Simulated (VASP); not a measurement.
# Te (R-3m) in VASP: a series of runs

Te is run at these levels: PBEsol; tasks: single point.

All numbers are computed with VASP 6.6.1; they aren't measurements. Logs are shortened: lines on timing, memory, paths and dates and some standing lists are left out, and cuts for length are marked.

## 1. The cell of the first run

The structure is trigonal, space group R-3m (No. 166). The conventional cell has a = 4.539 Å, b = 4.539 Å, c = 5.521 Å, α = 90.00°, β = 90.00°, γ = 120.00°. Te (site symmetry -3m) has 6 Te at 3.20 Å within 4.2 Å.

## 2. Single point, PBEsol (volume 32.840 Å^3 an atom, c/a of the conventional cell 1.2163)

File INCAR:

```
SYSTEM = Te
ALGO     = Normal         ! electronic algorithm
EDIFF    = 1E-7           ! SCF threshold, eV
ENCUT    = 520            ! plane-wave cutoff, eV
GGA      = PS             ! functional
ISIF     = 2              ! what is computed and relaxed
ISMEAR   = 0              ! smearing method
LASPH    = .True.         ! aspherical terms in the spheres
LCHARG   = .True.         ! write CHGCAR
LELF     = .True.         ! ELF
LREAL    = .False.        ! projectors in reciprocal space
LVHAR    = .True.       
LWAVE    = .False.        ! write WAVECAR
NBANDS   = 9              ! bands
NELM     = 80             ! most SCF steps
PREC     = Accurate       ! precision mode
SIGMA    = 0.15           ! smearing width, eV
```

File KPOINTS:

```
k-points
0
Gamma
  15 15 15
  0 0 0
```

File POSCAR:

```
Te
1.0
    2.2696263204      1.3103693671      1.8403643290
   -2.2696263204      1.3103693671      1.8403643290
    0.0000000000     -2.6207387341      1.8403643291
Te
1
Direct
    0.5000000000      0.5000000000      0.5000000000
```

Potentials or basis: VASP PAW PBE potentials, release 64 (Te).

On the command line:

```console
$ cat potpaw_PBE.64/Te/POTCAR > POTCAR
$ mpirun -np 1 vasp_std > vasp.out
```

OUTCAR:

```text
SYSTEM = Te
   EDIFF = 1E-7
   ENCUT = 520
   GGA = PS
   ISIF = 2
   ISMEAR = 0
   LASPH = .True.
   LREAL = .False.
   NELM = 80
   PREC = Accurate

 ion  position               nearest neighbor table
   1  0.500  0.500  0.500-

  LATTYP: Found a trigonal (rhomboedric) cell.
 ALAT       =     3.2023760516
 COS(alpha) =    -0.0046020395

  Lattice vectors:

 A1 = (   2.2696263204,   1.3103693671,   1.8403643290)
 A2 = (  -2.2696263204,   1.3103693671,   1.8403643290)
 A3 = (   0.0000000000,  -2.6207387341,   1.8403643291)

Analysis of symmetry for initial positions (statically):
=====================================================================
 Subroutine PRICEL returns:
 Original cell was already a primitive cell.

 Routine SETGRP: Setting up the symmetry group for a
 trigonal (rhombohedral) supercell.

 Subroutine GETGRP returns: Found 12 space group operations
 (whereof 12 operations were pure point group operations)
 out of a pool of 12 trial point group operations.

The static configuration has the point symmetry D_3d.

Analysis of symmetry for dynamics (positions and initial velocities):
=====================================================================
 Subroutine PRICEL returns:
 Original cell was already a primitive cell.

 Routine SETGRP: Setting up the symmetry group for a
 trigonal (rhombohedral) supercell.

 Subroutine GETGRP returns: Found 12 space group operations
 (whereof 12 operations were pure point group operations)
 out of a pool of 12 trial point group operations.

The dynamic configuration has the point symmetry D_3d.

 Subroutine INISYM returns: Found 12 space group operations
 (whereof 12 operations are pure point group operations),
 and found     1 'primitive' translations

----------------------------------------------------------------------------------------

                                     Primitive cell

  volume of cell :      32.8400

  direct lattice vectors                    reciprocal lattice vectors
     2.269626320  1.310369367  1.840364329     0.220300582  0.127190600  0.181123557
    -2.269626320  1.310369367  1.840364329    -0.220300582  0.127190600  0.181123557
     0.000000000 -2.620738734  1.840364329     0.000000000 -0.254381201  0.181123557

  length of vectors
     3.202376052  3.202376052  3.202376052     0.312274780  0.312274780  0.312274780

[... 80 lines left out ...]
   EDIFFG = 0.1E-05   stopping-criterion for IOM
   NSW    =      0    number of steps for IOM
   IBRION =     -1    ionic relax: 0-MD 1-quasi-New 2-CG
   NFREE  =      0    steps in history (QN), initial steepest desc. (CG)
   ISIF   =      2    stress and relaxation
   ISYM   =      2    0-nonsym 1-usesym 2-fastsym
   POTIM  = 0.5000    time-step for ionic-motion
   TEBEG  =    0.0;   TEEND  =   0.0 temperature during run
   PSTRESS=    0.0 pullay stress
   NELECT =       6.0000    total number of electrons
   NUPDOWN=      -1.0000    fix difference up-down
   EMIN   =  10.00;   EMAX   =-10.00  energy-range for DOS
   EFERMI =   0.00;   METHOD = LEGACY
   ISMEAR =     0;   SIGMA  =   0.15  broadening in eV -4-tet -1-fermi 0-gaus
   EFERMI_NEDOS =   21; number of points for ismear=-14 and -15
   IALGO  =     38    algorithm
   IMIX   =      4    mixing-type and parameters
     AMIX     =   0.40;   BMIX     =  1.00
     AMIX_MAG =   1.60;   BMIX_MAG =  1.00
  volume/ion in A,a.u.               =      32.84       221.62
  Fermi-wavevector in a.u.,A,eV,Ry     =   0.928947  1.755455 11.741042  0.862942
  Thomas-Fermi vector in A             =   2.055177
   LORBIT       =      0    0 simple, 1 ext, 2 COOP (PROOUT), +10 PAW based schemes
   GGA     = PS    functional components
   LHFCALC =     F    Hartree Fock is set to
   AEXX    =    0.0000 exact exchange contribution
   IVDW    =     0    specifies the selected vdW correction
   LEPSILON=     F    determine dielectric tensor
   LRPA    =     F    only Hartree local field effects (RPA)
 non-spin polarized calculation
 Gauss-broadening in eV      SIGMA  =   0.15
  energy-cutoff  :      520.00
  volume of cell :       32.84
 maximum number of plane-waves:       912
   NGX = 11   NGY = 11   NGZ = 11

 number of electron       6.0000001 magnetization

 Free energy of the ion-electron system (eV)
  ---------------------------------------------------
  ext. energy  EPLUGINS =         0.00000000
  ---------------------------------------------------
  free energy    TOTEN  =        -3.49992471 eV

  energy without entropy =       -3.49393925  energy(sigma->0) =       -3.49693198

 E-fermi :   6.2251     XC(G=0):  -9.4138

 val. band max:        6.2239940527   @ k =   0.2667   0.1333   0.0000
 cond. band min:       6.2278313502   @ k =  -0.3333   0.3333   0.2000
 fundamental gap:      0.0038372975
 Fermi energy:         6.2251170181

 k-point     1 :       0.0000    0.0000    0.0000
  band No.  band energies     occupation
      1      -7.3462      2.00000
      2       7.4015      0.00000
      3       7.4310      0.00000
      4       7.4310      0.00000
      5      12.2884      0.00000
      6      12.2884      0.00000
      7      12.5410      0.00000
      8      23.6582      0.00000
      9      23.6792      0.00000
[... 265 lines left out ...]
 k-point    24 :       0.2000    0.1333   -0.0000
  band No.  band energies     occupation
      1      -6.6873      2.00000
      2       4.3167      2.00000
      3       5.9334      1.99404
      4       8.0015      0.00000
      5      13.0387      0.00000
      6      14.9680      0.00000
      7      16.4104      0.00000
      8      18.0716      0.00000
      9      20.1082      0.00000

 [... further k-points ...]

------------------------ aborting loop because EDIFF is reached ----------------------------------------

  FORCE on cell =-STRESS in cart. coord.  units (eV):
  Direction    XX          YY          ZZ          XY          YZ          ZX
  --------------------------------------------------------------------------------------
  -------------------------------------------------------------------------------------
  Total       -0.5382223     -0.5382223     -0.5302759      0.0000000      0.0000000      0.0000000
  in kB      -26.2584512    -26.2584512    -25.8707694      0.0000000      0.0000000      0.0000000
  external PRESSURE =     -26.1292239 kB  Pullay stress =       0.0000000 kB

 VOLUME and BASIS-vectors are now :
 -----------------------------------------------------------------------------
  energy-cutoff  :      520.00
  volume of cell :       32.84
      direct lattice vectors                 reciprocal lattice vectors
     2.269626320  1.310369367  1.840364329     0.220300582  0.127190600  0.181123557
    -2.269626320  1.310369367  1.840364329    -0.220300582  0.127190600  0.181123557
     0.000000000 -2.620738734  1.840364329     0.000000000 -0.254381201  0.181123557

 POSITION                                       TOTAL-FORCE (eV/Angst)
 -----------------------------------------------------------------------------------
      0.00000      0.00000      2.76055         0.000000     -0.000000     -0.000000
 -----------------------------------------------------------------------------------
    total drift:                                0.000000      0.000000     -0.000000

  FREE ENERGIE OF THE ION-ELECTRON SYSTEM (eV)
  ---------------------------------------------------
  free  energy   TOTEN  =        -3.4999247064 eV

  energy  without entropy=       -3.4939392479  energy(sigma->0) =       -3.49693198
```

stdout:

```text
POSCAR found type information on POSCAR Te
 POSCAR found :  1 types and       1 ions
 scaLAPACK will be used
 -----------------------------------------------------------------------------
|                                                                             |
|                                                                             |
|     You enforced a specific xc type in the INCAR file but a different       |
|     I HOPE YOU KNOW WHAT YOU ARE DOING!                                     |
|                                                                             |
 -----------------------------------------------------------------------------

 LDA part: xc-table for (Slater+PW92), standard interpolation
 POSCAR, INCAR and KPOINTS ok, starting setup
 FFT: planning ... GRIDC
 FFT: planning ... GRID_SOFT
 FFT: planning ... GRID
 WAVECAR not read
 entering main loop
```

Run time: 23 s. Hardware: 1 thread of Intel Xeon 6975P-C (Granite Rapids), shared host; peak memory 0.21 GiB.

Results:

* Free energy: -3.4999 eV
* Pressure: -2.6 GPa
* Band gap on the k mesh: zero (band 3 reaches 8.74 eV, above the bottom of band 4 at 3.36 eV)

Caveat: the PAW data sets were made with another functional, which shifts forces and pressure a little; spin-orbit coupling is left out, which moves the levels of the heavy elements.

## 3. Single point, PBEsol (volume 32.840 Å^3 an atom, c/a of the conventional cell 1.1842)

File INCAR:

```
PREC = Accurate
ENCUT = 520
EDIFF = 1E-7
ISMEAR = 0
SIGMA = 0.15
LREAL = False
LASPH = True
NELM = 100
ALGO = Normal
ISIF = 2
LWAVE = False
LCHARG = True
GGA = PS
LELF = True
LVHAR = True
NBANDS = 9
```

File KPOINTS:

```
regular mesh
0
Gamma
  15 15 15
```

File POSCAR:

```
Te
1.0
    2.2899366055      1.3220955156      1.8078633741
   -2.2899366055      1.3220955156      1.8078633741
    0.0000000000     -2.6441910311      1.8078633742
Te
1
Direct
    0.5000000000      0.5000000000      0.5000000000
```

Potentials or basis: VASP PAW PBE potentials, release 64 (Te).

On the command line:

```console
$ cat potpaw_PBE.64/Te/POTCAR > POTCAR
$ mpirun -np 1 vasp_std > vasp.out
```

Wall time 23 s (1 thread of Intel Xeon 6975P-C (Granite Rapids), shared host); peak memory 0.21 GiB.

The run converged. Its results:

* Free energy: -3.4995 eV
* Pressure: -2.7 GPa
* Band gap on the k mesh: zero (band 3 reaches 8.70 eV, above the bottom of band 4 at 3.51 eV)

Stress tensor (GPa, compression positive):
```
-2.73  0.00  0.00
 0.00 -2.73  0.00
 0.00  0.00 -2.50
```

Levels at points of the mesh, in eV from the Fermi level:
| k point | band 1 | band 2 | band 3 | band 4 | band 5 | band 6 | band 7 |
| --- | --- | --- | --- | --- | --- | --- | --- |
| (0.00, 0.00, 0.00) | -13.56 | 1.11 | 1.25 | 1.25 | 6.08 | 6.08 | 6.32 |

Caveat: the PAW data sets were made with another functional, which shifts forces and pressure a little; spin-orbit coupling is left out, which moves the levels of the heavy elements.

(Part 1 of 2 ends here.)
